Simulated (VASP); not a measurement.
# Ge (Fm-3m) in VASP: notebook

Ge is run at these levels: PBE+D3(BJ); tasks: single point.

All numbers are computed with VASP 6.6.1; they aren't measurements. Logs are shortened: lines on timing, memory, paths and dates and some standing lists are left out, and cuts for length are marked.

## 1. The cell of the first run

The structure is cubic, space group Fm-3m (No. 225). Conventional cell: a = 4.071 Å, b = 4.071 Å, c = 4.071 Å, α = 90.00°, β = 90.00°, γ = 90.00°. Ge (site symmetry m-3m) has 12 Ge at 2.88 Å within 3.8 Å.

## 2. Single point, PBE+D3(BJ) (strain -0.030 along x and y, -0.030 along z)

File INCAR:

```
SYSTEM = Ge
PREC = Accurate ; ENCUT = 520
EDIFF = 1E-7 ; ISMEAR = 0
SIGMA = 0.15 ; LREAL = .FALSE.
LASPH = .TRUE. ; NELM = 60
ALGO = Normal ; ISIF = 2
LWAVE = .FALSE. ; LCHARG = .TRUE.
GGA = PE ; IVDW = 12
LELF = .TRUE. ; LVHAR = .TRUE.
NBANDS = 13
```

File KPOINTS:

```
Automatic mesh
0
G
  20 20 20
  0 0 0
```

File POSCAR:

```
Ge
1.0
    0.0000000000      2.0354097092      2.0354097092
    2.0354097092      0.0000000000      2.0354097092
    2.0354097092      2.0354097092      0.0000000000
Ge
1
Direct
    0.0000000000      0.0000000000      0.0000000000
```

Potentials or basis: VASP PAW PBE potentials, release 64 (Ge_d).

The run is started by

```
cat potpaw_PBE.64/Ge_d/POTCAR > POTCAR
mpirun -np 1 vasp_std > vasp.out
```

OUTCAR:

```text
SYSTEM = Ge
   PREC = Accurate
   ENCUT = 520
   EDIFF = 1E-7
   ISMEAR = 0
   LREAL = .FALSE.
   LASPH = .TRUE.
   NELM = 60
   ISIF = 2
   GGA = PE
   IVDW = 12
 IVDW          = 12

 ion  position               nearest neighbor table
   1  0.000  0.000  0.000-

  LATTYP: Found a face centered cubic cell.
 ALAT       =     4.0708194184

  Lattice vectors:

 A1 = (   0.0000000000,   2.0354097092,   2.0354097092)
 A2 = (   2.0354097092,   0.0000000000,   2.0354097092)
 A3 = (   2.0354097092,   2.0354097092,   0.0000000000)

Analysis of symmetry for initial positions (statically):
=====================================================================
 Subroutine PRICEL returns:
 Original cell was already a primitive cell.

 Routine SETGRP: Setting up the symmetry group for a
 face centered cubic supercell.

 Subroutine GETGRP returns: Found 48 space group operations
 (whereof 48 operations were pure point group operations)
 out of a pool of 48 trial point group operations.

The static configuration has the point symmetry O_h .

Analysis of symmetry for dynamics (positions and initial velocities):
=====================================================================
 Subroutine PRICEL returns:
 Original cell was already a primitive cell.

 Routine SETGRP: Setting up the symmetry group for a
 face centered cubic supercell.

 Subroutine GETGRP returns: Found 48 space group operations
 (whereof 48 operations were pure point group operations)
 out of a pool of 48 trial point group operations.

The dynamic configuration has the point symmetry O_h .

 Subroutine INISYM returns: Found 48 space group operations
 (whereof 48 operations are pure point group operations),
 and found     1 'primitive' translations

----------------------------------------------------------------------------------------

                                     Primitive cell

  volume of cell :      16.8650

  direct lattice vectors                    reciprocal lattice vectors
     0.000000000  2.035409709  2.035409709    -0.245650789  0.245650789  0.245650789
     2.035409709  0.000000000  2.035409709     0.245650789 -0.245650789  0.245650789
     2.035409709  2.035409709  0.000000000     0.245650789  0.245650789 -0.245650789

  length of vectors
     2.878504016  2.878504016  2.878504016     0.425479647  0.425479647  0.425479647

  position of ions in fractional coordinates (direct lattice)
     0.000000000  0.000000000  0.000000000

  ion indices of the primitive-cell ions
   primitive index   ion index
                 1           1

----------------------------------------------------------------------------------------

 KPOINTS: Automatic mesh

Automatic generation of k-mesh.
 Grid dimensions read from file:
 generate k-points for:   20   20   20

 Generating k-lattice:

  Cartesian coordinates                     Fractional coordinates (reciprocal lattice)
    -0.012282539  0.012282539  0.012282539     0.050000000  0.000000000  0.000000000
     0.012282539 -0.012282539  0.012282539     0.000000000  0.050000000  0.000000000
     0.012282539  0.012282539 -0.012282539     0.000000000  0.000000000  0.050000000

  Length of vectors
     0.021273982  0.021273982  0.021273982

  Shift w.r.t. Gamma in fractional coordinates (k-lattice)
     0.000000000  0.000000000  0.000000000

 Subroutine IBZKPT returns following result:
 ===========================================

 Found    256 irreducible k-points:

 Following reciprocal coordinates:
            Coordinates               Weight
  0.000000  0.000000  0.000000      1.000000
  0.050000  0.000000  0.000000      8.000000
  0.100000  0.000000  0.000000      8.000000
  0.150000  0.000000  0.000000      8.000000
  0.200000  0.000000  0.000000      8.000000
  0.250000  0.000000  0.000000      8.000000
[... 16 lines left out ...]
 -0.400000  0.050000  0.000000     24.000000
 -0.350000  0.050000  0.000000     24.000000
 [... further k-points ...]
   k-points           NKPTS =    256   k-points in BZ     NKDIM =    256   number of bands    NBANDS=     13
   number of dos      NEDOS =    301   number of ions     NIONS =      1
   total plane-waves  NPLWV =  13824
   dimension x,y,z NGX =    24 NGY =   24 NGZ =   24
   dimension x,y,z NGXF=    48 NGYF=   48 NGZF=   48
   ions per type =               1
   NGX,Y,Z   is equivalent  to a cutoff of  13.86, 13.86, 13.86 a.u.
   NGXF,Y,Z  is equivalent  to a cutoff of  27.72, 27.72, 27.72 a.u.
 SYSTEM =  Ge
   PREC   = accura    normal or accurate (medium, high low for compatibility)
   ISTART =      0    job   : 0-new  1-cont  2-samecut
   ICHARG =      2    charge: 1-file 2-atom 10-const
   ISPIN  =      1    spin polarized calculation?
   LNONCOLLINEAR =      F non collinear calculations
   LSORBIT =      F    spin-orbit coupling
   LASPH  =      T    aspherical Exc in radial PAW
   ENCUT  =  520.0 eV  38.22 Ry    6.18 a.u.   5.35  5.35  5.35*2*pi/ulx,y,z
   NELM   =     60;   NELMIN=  2; NELMDL= -5     # of ELM steps
   EDIFF  = 0.1E-06   stopping-criterion for ELM
   LREAL  =      F    real-space projection
   EDIFFG = 0.1E-05   stopping-criterion for IOM
   NSW    =      0    number of steps for IOM
   IBRION =     -1    ionic relax: 0-MD 1-quasi-New 2-CG
   NFREE  =      0    steps in history (QN), initial steepest desc. (CG)
   ISIF   =      2    stress and relaxation
   ISYM   =      2    0-nonsym 1-usesym 2-fastsym
   POTIM  = 0.5000    time-step for ionic-motion
   TEBEG  =    0.0;   TEEND  =   0.0 temperature during run
   PSTRESS=    0.0 pullay stress
   NELECT =      14.0000    total number of electrons
   NUPDOWN=      -1.0000    fix difference up-down
   EMIN   =  10.00;   EMAX   =-10.00  energy-range for DOS
   EFERMI =   0.00;   METHOD = LEGACY
   ISMEAR =     0;   SIGMA  =   0.15  broadening in eV -4-tet -1-fermi 0-gaus
   EFERMI_NEDOS =   21; number of points for ismear=-14 and -15
   IALGO  =     38    algorithm
   IMIX   =      4    mixing-type and parameters
     AMIX     =   0.40;   BMIX     =  1.00
     AMIX_MAG =   1.60;   BMIX_MAG =  1.00
  volume/ion in A,a.u.               =      16.86       113.81
  Fermi-wavevector in a.u.,A,eV,Ry     =   1.538588  2.907510 32.208432  2.367253
  Thomas-Fermi vector in A             =   2.644935
   LORBIT       =      0    0 simple, 1 ext, 2 COOP (PROOUT), +10 PAW based schemes
   GGA     = PE    functional components
   LHFCALC =     F    Hartree Fock is set to
   AEXX    =    0.0000 exact exchange contribution
   IVDW    =    12    specifies the selected vdW correction
   LEPSILON=     F    determine dielectric tensor
   LRPA    =     F    only Hartree local field effects (RPA)
 non-spin polarized calculation
 Gauss-broadening in eV      SIGMA  =   0.15
  energy-cutoff  :      520.00
  volume of cell :       16.86
 maximum number of plane-waves:       471
 NGX is ok and might be reduce to    24
   NGX = 11   NGY = 11   NGZ = 11

 number of electron      14.0000010 magnetization

 Free energy of the ion-electron system (eV)
  ---------------------------------------------------
  ext. energy  EPLUGINS =         0.00000000
  ---------------------------------------------------
  free energy    TOTEN  =        -4.09216754 eV

  energy without entropy =       -4.08659328  energy(sigma->0) =       -4.08938041

 E-fermi :   8.1467     XC(G=0): -11.8721

 val. band max:        8.1261950723   @ k =  -0.3000   0.3000   0.1000
 cond. band min:       8.1523408711   @ k =   0.5000   0.3500   0.0000
 fundamental gap:      0.0261457988
 Fermi energy:         8.1466896781

 k-point     1 :       0.0000    0.0000    0.0000
  band No.  band energies     occupation
      1     -16.7075      2.00000
      2     -16.7075      2.00000
      3     -16.7075      2.00000
      4     -16.6372      2.00000
      5     -16.6372      2.00000
      6      -6.0976      2.00000
      7      18.2265      0.00000
      8      18.2265      0.00000
      9      18.2265      0.00000
     10      22.9282      0.00000
     11      22.9282      0.00000
     12      22.9282      0.00000
     13      23.6367      0.00000

 k-point     2 :       0.0500    0.0000    0.0000
  band No.  band energies     occupation
      1     -16.7076      2.00000
      2     -16.7056      2.00000
      3     -16.7056      2.00000
      4     -16.6374      2.00000
      5     -16.6374      2.00000
      6      -6.0295      2.00000
      7      17.4230      0.00000
      8      18.0958      0.00000
      9      18.0959      0.00000
     10      22.2444      0.00000
     11      23.1471      0.00000
     12      23.1471      0.00000
     13      25.0251      0.00000

 k-point     3 :       0.1000    0.0000    0.0000
  band No.  band energies     occupation
      1     -16.7078      2.00000
      2     -16.7006      2.00000
      3     -16.7006      2.00000
      4     -16.6374      2.00000
      5     -16.6374      2.00000
      6      -5.8249      2.00000
      7      15.6394      0.00000
      8      17.7707      0.00000
      9      17.7707      0.00000
     10      21.7888      0.00000
     11      23.7055      0.00000
     12      23.7055      0.00000
     13      26.7396      0.00000
[... 305 lines left out ...]
 k-point    23 :      -0.4000    0.0500    0.0000
  band No.  band energies     occupation
      1     -16.7153      2.00000
      2     -16.7000      2.00000
      3     -16.6976      2.00000
      4     -16.5829      2.00000
      5     -16.5774      2.00000
      6      -1.3572      2.00000
      7       3.6226      2.00000
      8      14.9809      0.00000
      9      16.0306      0.00000
     10      20.9700      0.00000
     11      21.7113      0.00000
     12      21.8087      0.00000
     13      24.3023      0.00000

 k-point    24 :      -0.3500    0.0500    0.0000
  band No.  band energies     occupation
      1     -16.7140      2.00000
      2     -16.6965      2.00000
      3     -16.6947      2.00000
      4     -16.5951      2.00000
      5     -16.5852      2.00000
      6      -2.3814      2.00000
      7       5.2238      2.00000
      8      14.9774      0.00000
      9      16.3544      0.00000
     10      21.3439      0.00000
     11      21.8731      0.00000
     12      21.9290      0.00000
     13      24.8640      0.00000

 [... further k-points ...]

------------------------ aborting loop because EDIFF is reached ----------------------------------------

 Edisp (eV)   -0.39318

 E8    (eV) :    -0.1737

  FORCE on cell =-STRESS in cart. coord.  units (eV):
  Direction    XX          YY          ZZ          XY          YZ          ZX
  --------------------------------------------------------------------------------------
  -------------------------------------------------------------------------------------
  Total       0.94866     0.94866     0.94866    -0.00000     0.00000    -0.00000
  in kB      90.12306    90.12306    90.12306    -0.00000     0.00000    -0.00000
  external pressure =       90.12 kB  Pullay stress =        0.00 kB

 VOLUME and BASIS-vectors are now :
 -----------------------------------------------------------------------------
  energy-cutoff  :      520.00
  volume of cell :       16.86
      direct lattice vectors                 reciprocal lattice vectors
     0.000000000  2.035409709  2.035409709    -0.245650789  0.245650789  0.245650789
     2.035409709  0.000000000  2.035409709     0.245650789 -0.245650789  0.245650789
     2.035409709  2.035409709  0.000000000     0.245650789  0.245650789 -0.245650789

 POSITION                                       TOTAL-FORCE (eV/Angst)
 -----------------------------------------------------------------------------------
      0.00000      0.00000      0.00000         0.000000      0.000000      0.000000
 -----------------------------------------------------------------------------------
    total drift:                                0.000000      0.000000     -0.000000

  FREE ENERGIE OF THE ION-ELECTRON SYSTEM (eV)
  ---------------------------------------------------
  free  energy   TOTEN  =        -4.4853487371 eV

  energy  without entropy=       -4.4797744684  energy(sigma->0) =       -4.48256160
```

It took 26 s on 1 thread of Intel Xeon 6975P-C, shared host; peak memory 0.19 GiB.

What came out:

* Free energy: -4.4853 eV
* Pressure: 9.0 GPa
* Band gap on the k mesh: zero (band 7 reaches 18.23 eV, above the bottom of band 8 at 5.42 eV)
* Dispersion energy per atom: -0.393 eV

Levels at points of the mesh, in eV from the Fermi level:
| k point | band 5 | band 6 | band 7 | band 8 | band 9 | band 10 |
| --- | --- | --- | --- | --- | --- | --- |
| (0.00, 0.00, 0.00) | -24.78 | -14.24 | 10.08 | 10.08 | 10.08 | 14.78 |
| (0.50, 0.00, 0.00) | -24.72 | -8.19 | -6.33 | 7.68 | 7.68 | 13.30 |
| (0.50, 0.50, 0.00) | -24.70 | -5.50 | -4.91 | 2.80 | 2.80 | 6.77 |

Caveat: the cell differs from its parent crystal (strain -0.030 along x and y, -0.030 along z); pairwise dispersion overbinds metals, which lowers pressure and volume.

## 3. Single point, PBE+D3(BJ) (strain +0.030 along x and y, +0.030 along z)

File INCAR:

```
SYSTEM = Ge
PREC = Accurate
ENCUT = 520
EDIFF = 1E-6
ISMEAR = 0
SIGMA = 0.15
LREAL = .FALSE.
LASPH = .TRUE.
NELM = 80
ALGO = Normal
ISIF = 2
LWAVE = .FALSE.
LCHARG = .FALSE.
GGA = PE
IVDW = 12
NBANDS = 13
```

KPOINTS is that of step 2.

File POSCAR:

```
Ge
1.0
    0.0000000000      2.1613113407      2.1613113407
    2.1613113407      0.0000000000      2.1613113407
    2.1613113407      2.1613113407      0.0000000000
Ge
1
Direct
    0.0000000000      0.0000000000      0.0000000000
```

Potentials or basis: VASP PAW PBE potentials, release 64 (Ge_d).

The run is started by

```
cat potpaw_PBE.64/Ge_d/POTCAR > POTCAR
mpirun -np 1 vasp_std > vasp.out
```

Wall time 22 s (1 thread of Intel Xeon 6975P-C, shared host); peak memory 0.19 GiB.

Results (log left out):

- Free energy: -4.5148 eV
- Pressure: -2.0 GPa
- Band gap on the k mesh: zero (band 7 reaches 14.44 eV, above the bottom of band 8 at 3.89 eV)
- Dispersion energy per atom: -0.330 eV

Levels at points of the mesh, in eV from the Fermi level:
```tsv
k point	band 4	band 5	band 6	band 7	band 8	band 9	band 10	band 11
(0.00, 0.00, 0.00)	-24.74	-24.74	-12.69	8.28	8.28	8.28	13.57	13.57
(0.50, 0.00, 0.00)	-24.70	-24.70	-7.83	-5.21	6.37	6.37	11.44	12.32
(0.50, 0.50, 0.00)	-24.69	-24.69	-5.72	-4.03	2.46	2.46	6.15	6.58
```

Caveat: the cell differs from its parent crystal (strain +0.030 along x and y, +0.030 along z); pairwise dispersion overbinds metals, which lowers pressure and volume.
